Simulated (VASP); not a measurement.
# MoS2 (R3m) in VASP: further runs

MoS2 is run at these levels: PBEsol; tasks: electric field gradients.

All numbers are computed with VASP 6.6.1; they aren't measurements. Logs are shortened: lines on timing, memory, paths and dates and some standing lists are left out, and cuts for length are marked.

## 1. The cell of the first run

The structure is trigonal, space group R3m (No. 160). The conventional cell has a = 3.152 Å, b = 3.152 Å, c = 18.309 Å, α = 90.00°, β = 90.00°, γ = 120.00°. Mo (site symmetry 3m) has 6 S at 2.36 Å and 6 Mo at 3.15 Å within 3.2 Å. S (site symmetry 3m) has 3 Mo at 2.36 Å and 7 S at 2.99 to 3.15 Å within 3.2 Å. S (site symmetry 3m) has 3 Mo at 2.36 Å and 7 S at 2.99 to 3.15 Å within 3.2 Å.

## 2. Electric field gradients, PBEsol (17.51 Å³/atom)

INCAR reads:

```
ALGO = Normal ; EDIFF = 1E-8
ENCUT = 520 ; GGA = PS
ISIF = 2 ; ISMEAR = -1
LASPH = True ; LCHARG = False
LEFG = True ; LREAL = False
LWAVE = False ; NBANDS = 20
NELM = 60 ; PREC = Accurate
SIGMA = 0.05
```

KPOINTS reads:

```
k-points
0
Gamma
  13 13 13
```

POSCAR reads:

```
MoS2
1.0
    1.5762110184      0.9100258558      6.1028504825
   -1.5762110184      0.9100258558      6.1028504825
    0.0000000000     -1.8200517116      6.1028504825
Mo S
1 2
Direct
    0.0000000000      0.0000000000      0.0000000000
    0.7484000000      0.7484000000      0.7484000000
    0.5849000000      0.5849000000      0.5849000000
```

Potentials or basis: VASP PAW PBE potentials, release 64 (Mo_sv, S).

On the command line:

```console
$ cat potpaw_PBE.64/Mo_sv/POTCAR potpaw_PBE.64/S/POTCAR > POTCAR
$ mpirun -np 1 vasp_std > vasp.out
```

OUTCAR:

```text
EDIFF = 1E-8
   ENCUT = 520
   GGA = PS
   ISIF = 2
   ISMEAR = -1
   LASPH = True
   LREAL = False
   NELM = 60
   PREC = Accurate

 ion  position               nearest neighbor table
   1  0.000  0.000  0.000-   2 2.36   2 2.36   2 2.36   3 2.36   3 2.36   3 2.36
   2  0.748  0.748  0.748-   1 2.36   1 2.36   1 2.36
   3  0.585  0.585  0.585-   1 2.36   1 2.36   1 2.36

  LATTYP: Found a trigonal (rhomboedric) cell.
 ALAT       =     6.3684670247
 COS(alpha) =     0.8774851014

  Lattice vectors:

 A1 = (   1.5762110184,   0.9100258558,   6.1028504825)
 A2 = (  -1.5762110184,   0.9100258558,   6.1028504825)
 A3 = (   0.0000000000,  -1.8200517116,   6.1028504825)

Analysis of symmetry for initial positions (statically):
=====================================================================
 Subroutine PRICEL returns:
 Original cell was already a primitive cell.

 Routine SETGRP: Setting up the symmetry group for a
 trigonal (rhombohedral) supercell.

 Subroutine GETGRP returns: Found  6 space group operations
 (whereof  6 operations were pure point group operations)
 out of a pool of 12 trial point group operations.

The static configuration has the point symmetry C_3v.

Analysis of symmetry for dynamics (positions and initial velocities):
=====================================================================
 Subroutine PRICEL returns:
 Original cell was already a primitive cell.

 Routine SETGRP: Setting up the symmetry group for a
 trigonal (rhombohedral) supercell.

 Subroutine GETGRP returns: Found  6 space group operations
 (whereof  6 operations were pure point group operations)
 out of a pool of 12 trial point group operations.

The dynamic configuration has the point symmetry C_3v.

 Subroutine INISYM returns: Found  6 space group operations
 (whereof  6 operations are pure point group operations),
 and found     1 'primitive' translations

----------------------------------------------------------------------------------------

                                     Primitive cell

  volume of cell :      52.5233

  direct lattice vectors                    reciprocal lattice vectors
     1.576211018  0.910025856  6.102850483     0.317216410  0.183144979  0.054619286
    -1.576211018  0.910025856  6.102850483    -0.317216410  0.183144979  0.054619286
     0.000000000 -1.820051712  6.102850483     0.000000000 -0.366289959  0.054619286

  length of vectors
     6.368467025  6.368467025  6.368467025     0.370339844  0.370339844  0.370339844

  position of ions in fractional coordinates (direct lattice)
     0.000000000  0.000000000  0.000000000
     0.748400000  0.748400000  0.748400000
     0.584900000  0.584900000  0.584900000

  ion indices of the primitive-cell ions
   primitive index   ion index
                 1           1
                 2           2
                 3           3

----------------------------------------------------------------------------------------

 KPOINTS: k-points

Automatic generation of k-mesh.
 Grid dimensions read from file:
 generate k-points for:   13   13   13

 Generating k-lattice:

  Cartesian coordinates                     Fractional coordinates (reciprocal lattice)
     0.024401262  0.014088075  0.004201484     0.076923077  0.000000000  0.000000000
    -0.024401262  0.014088075  0.004201484     0.000000000  0.076923077  0.000000000
     0.000000000 -0.028176151  0.004201484     0.000000000  0.000000000  0.076923077

  Length of vectors
     0.028487680  0.028487680  0.028487680

  Shift w.r.t. Gamma in fractional coordinates (k-lattice)
     0.000000000  0.000000000  0.000000000

 Subroutine IBZKPT returns following result:
 ===========================================

 Found    231 irreducible k-points:

 Following reciprocal coordinates:
            Coordinates               Weight
  0.000000  0.000000  0.000000      1.000000
  0.076923  0.000000  0.000000      6.000000
  0.153846 -0.000000  0.000000      6.000000
  0.230769  0.000000  0.000000      6.000000
  0.307692 -0.000000  0.000000      6.000000
  0.384615  0.000000  0.000000      6.000000
[... 16 lines left out ...]
  0.384615  0.153846 -0.000000     12.000000
  0.461538  0.153846  0.000000     12.000000
 [... further k-points ...]
   k-points           NKPTS =    231   k-points in BZ     NKDIM =    231   number of bands    NBANDS=     20
   number of dos      NEDOS =    301   number of ions     NIONS =      3
   total plane-waves  NPLWV = 110592
   dimension x,y,z NGX =    48 NGY =   48 NGZ =   48
   dimension x,y,z NGXF=    96 NGYF=   96 NGZF=   96
   ions per type =               1   2
   NGX,Y,Z   is equivalent  to a cutoff of  12.53, 12.53, 12.53 a.u.
   NGXF,Y,Z  is equivalent  to a cutoff of  25.06, 25.06, 25.06 a.u.
 SYSTEM =  unknown system
   PREC   = accura    normal or accurate (medium, high low for compatibility)
   ISTART =      0    job   : 0-new  1-cont  2-samecut
   ICHARG =      2    charge: 1-file 2-atom 10-const
   ISPIN  =      1    spin polarized calculation?
   LNONCOLLINEAR =      F non collinear calculations
   LSORBIT =      F    spin-orbit coupling
   LASPH  =      T    aspherical Exc in radial PAW
   ENCUT  =  520.0 eV  38.22 Ry    6.18 a.u.  11.84 11.84 11.84*2*pi/ulx,y,z
   NELM   =     60;   NELMIN=  2; NELMDL= -5     # of ELM steps
   EDIFF  = 0.1E-07   stopping-criterion for ELM
   LREAL  =      F    real-space projection
   EDIFFG = 0.1E-06   stopping-criterion for IOM
   NSW    =      0    number of steps for IOM
   IBRION =     -1    ionic relax: 0-MD 1-quasi-New 2-CG
   NFREE  =      0    steps in history (QN), initial steepest desc. (CG)
   ISIF   =      2    stress and relaxation
   ISYM   =      2    0-nonsym 1-usesym 2-fastsym
   POTIM  = 0.5000    time-step for ionic-motion
   TEBEG  =    0.0;   TEEND  =   0.0 temperature during run
   PSTRESS=    0.0 pullay stress
   NELECT =      26.0000    total number of electrons
   NUPDOWN=      -1.0000    fix difference up-down
   EMIN   =  10.00;   EMAX   =-10.00  energy-range for DOS
   EFERMI =   0.00;   METHOD = LEGACY
   ISMEAR =    -1;   SIGMA  =   0.05  broadening in eV -4-tet -1-fermi 0-gaus
   EFERMI_NEDOS =   21; number of points for ismear=-14 and -15
   IALGO  =     38    algorithm
   IMIX   =      4    mixing-type and parameters
     AMIX     =   0.40;   BMIX     =  1.00
     AMIX_MAG =   1.60;   BMIX_MAG =  1.00
  volume/ion in A,a.u.               =      17.51       118.15
  Fermi-wavevector in a.u.,A,eV,Ry     =   1.295036  2.447264 22.818588  1.677119
  Thomas-Fermi vector in A             =   2.426581
   LORBIT       =      0    0 simple, 1 ext, 2 COOP (PROOUT), +10 PAW based schemes
   GGA     = PS    functional components
   LHFCALC =     F    Hartree Fock is set to
   AEXX    =    0.0000 exact exchange contribution
   IVDW    =     0    specifies the selected vdW correction
   LEPSILON=     F    determine dielectric tensor
   LRPA    =     F    only Hartree local field effects (RPA)
 non-spin polarized calculation
  energy-cutoff  :      520.00
  volume of cell :       52.52
 maximum number of plane-waves:      1430
   NGX = 23   NGY = 23   NGZ = 23

 number of electron      26.0000002 magnetization

 Free energy of the ion-electron system (eV)
  ---------------------------------------------------
  ext. energy  EPLUGINS =         0.00000000
  ---------------------------------------------------
  free energy    TOTEN  =       -23.38016701 eV

  energy without entropy =      -23.38016012  energy(sigma->0) =      -23.38016356

 E-fermi :   8.1739     XC(G=0): -11.0247

 val. band max:        7.8780143477   @ k =   0.4615   0.4615   0.4615
 cond. band min:       8.6196579291   @ k =  -0.3077   0.3077   0.0000
 fundamental gap:      0.7416435813
 Fermi energy:         8.1738745237

 k-point     1 :       0.0000    0.0000    0.0000
  band No.  band energies     occupation
      1     -53.7239      2.00000
      2     -27.9490      2.00000
      3     -27.7131      2.00000
      4     -27.7131      2.00000
      5      -7.5595      2.00000
      6      -5.6615      2.00000
[... 12 lines left out ...]
     19      15.8583      0.00000
     20      16.0410      0.00000
[... 507 lines left out ...]
 k-point    24 :       0.4615    0.1538    0.0000
  band No.  band energies     occupation
      1     -53.6818      2.00000
      2     -28.0807      2.00000
      3     -27.8639      2.00000
      4     -27.8520      2.00000
      5      -5.6546      2.00000
      6      -5.1971      2.00000
[... 12 lines left out ...]
     19      15.6877      0.00000
     20      16.2879      0.00000

 [... further k-points ...]
[... 5 lines left out ...]
  --------------------------------------------------------------------------------------
  -------------------------------------------------------------------------------------
  Total        1.0859666      1.0859666      3.6672156     -0.0000000      0.0000000      0.0000000
  in kB       33.1264549     33.1264549    111.8651873     -0.0000000      0.0000000      0.0000000
  external PRESSURE =      59.3726990 kB  Pullay stress =       0.0000000 kB

 VOLUME and BASIS-vectors are now :
 -----------------------------------------------------------------------------
  energy-cutoff  :      520.00
  volume of cell :       52.52
      direct lattice vectors                 reciprocal lattice vectors
     1.576211018  0.910025856  6.102850483     0.317216410  0.183144979  0.054619286
    -1.576211018  0.910025856  6.102850483    -0.317216410  0.183144979  0.054619286
     0.000000000 -1.820051712  6.102850483     0.000000000 -0.366289959  0.054619286

 POSITION                                       TOTAL-FORCE (eV/Angst)
 -----------------------------------------------------------------------------------
      0.00000      0.00000      0.00000         0.000000     -0.000000     -0.003442
      0.00000      0.00000     13.70212         0.000000      0.000000      1.202348
      0.00000      0.00000     10.70867         0.000000     -0.000000     -1.198906
 -----------------------------------------------------------------------------------
    total drift:                                0.000000     -0.000000     -0.000056

  FREE ENERGIE OF THE ION-ELECTRON SYSTEM (eV)
  ---------------------------------------------------
  free  energy   TOTEN  =       -23.3801670055 eV

  energy  without entropy=      -23.3801601164  energy(sigma->0) =      -23.38016356

 Electric field gradients (V/A^2)
---------------------------------------------------------------------
 ion       V_xx      V_yy      V_zz      V_xy      V_xz      V_yz
---------------------------------------------------------------------
   1      47.366    47.366   -94.732     0.000    -0.000     0.000
   2      31.893    31.893   -63.786     0.000    -0.000     0.000
   3      31.168    31.168   -62.337     0.000     0.000    -0.000
---------------------------------------------------------------------

 Electric field gradients after diagonalization (V/A^2)
 (convention: |V_zz| > |V_xx| > |V_yy|)
----------------------------------------------------------------------
 ion       V_xx      V_yy      V_zz     asymmetry (V_yy - V_xx)/ V_zz
----------------------------------------------------------------------
   1      47.366    47.366   -94.732       0.000
   2      31.893    31.893   -63.786       0.000
   3      31.168    31.168   -62.337       0.000
----------------------------------------------------------------------

           NMR quadrupolar parameters

 Cq : quadrupolar parameter    Cq=e*Q*V_zz/h
 eta: asymmetry parameters     (V_yy - V_xx)/ V_zz
 Q  : nuclear electric quadrupole moment in mb (millibarn)
----------------------------------------------------------------------
 ion       Cq(MHz)       eta       Q (mb)
----------------------------------------------------------------------
   1      -0.229       0.000       1.000
   2      -0.154       0.000       1.000
   3      -0.151       0.000       1.000
----------------------------------------------------------------------
```

Run time: 10 min. Hardware: 1 thread of Intel Xeon Platinum 8259CL at 2.50GHz (Skylake/Cascade Lake), shared host; peak memory 0.47 GiB.

Results:

* Free energy: -23.3802 eV
* Pressure: 5.9 GPa
* Largest force: 1.202 eV/Å
* Band gap on the k mesh: 0.74 eV (least direct gap 1.84 eV)
* Largest electric field gradient by atom: Mo -94.7; S -63.8, -62.3 V/Å²

Forces in eV/Å, atoms in the order of the input:
```
Mo   0.000  0.000 -0.003
S    0.000  0.000  1.202
S    0.000  0.000 -1.199
```

Levels at points of the mesh, in eV from the valence-band top:
```
           k point  band 9  band 10  band 11  band 12  band 13  band 14  band 15  band 16  band 17  band 18
(0.00, 0.00, 0.00)   -3.92    -2.69    -2.69    -1.33    -1.23     1.92     1.92     2.47     2.47     5.22
```

Electric field gradients, principal values (V/Å²):
```
atom   least  middle  greatest (by size)
1 Mo  47.366  47.366             -94.732
 2 S  31.893  31.893             -63.786
 3 S  31.168  31.168             -62.337
```

Caveat: the stress differs along the axes, from 3 to 11 GPa; semilocal functionals underestimate gaps, and a narrow one can read as zero; without QUAD_EFG the Cq values of the log hold for a quadrupole moment of 1 mb, not for the nuclei; the PAW data sets were made with another functional, which shifts forces and pressure a little.

[end of part 1 of 2]
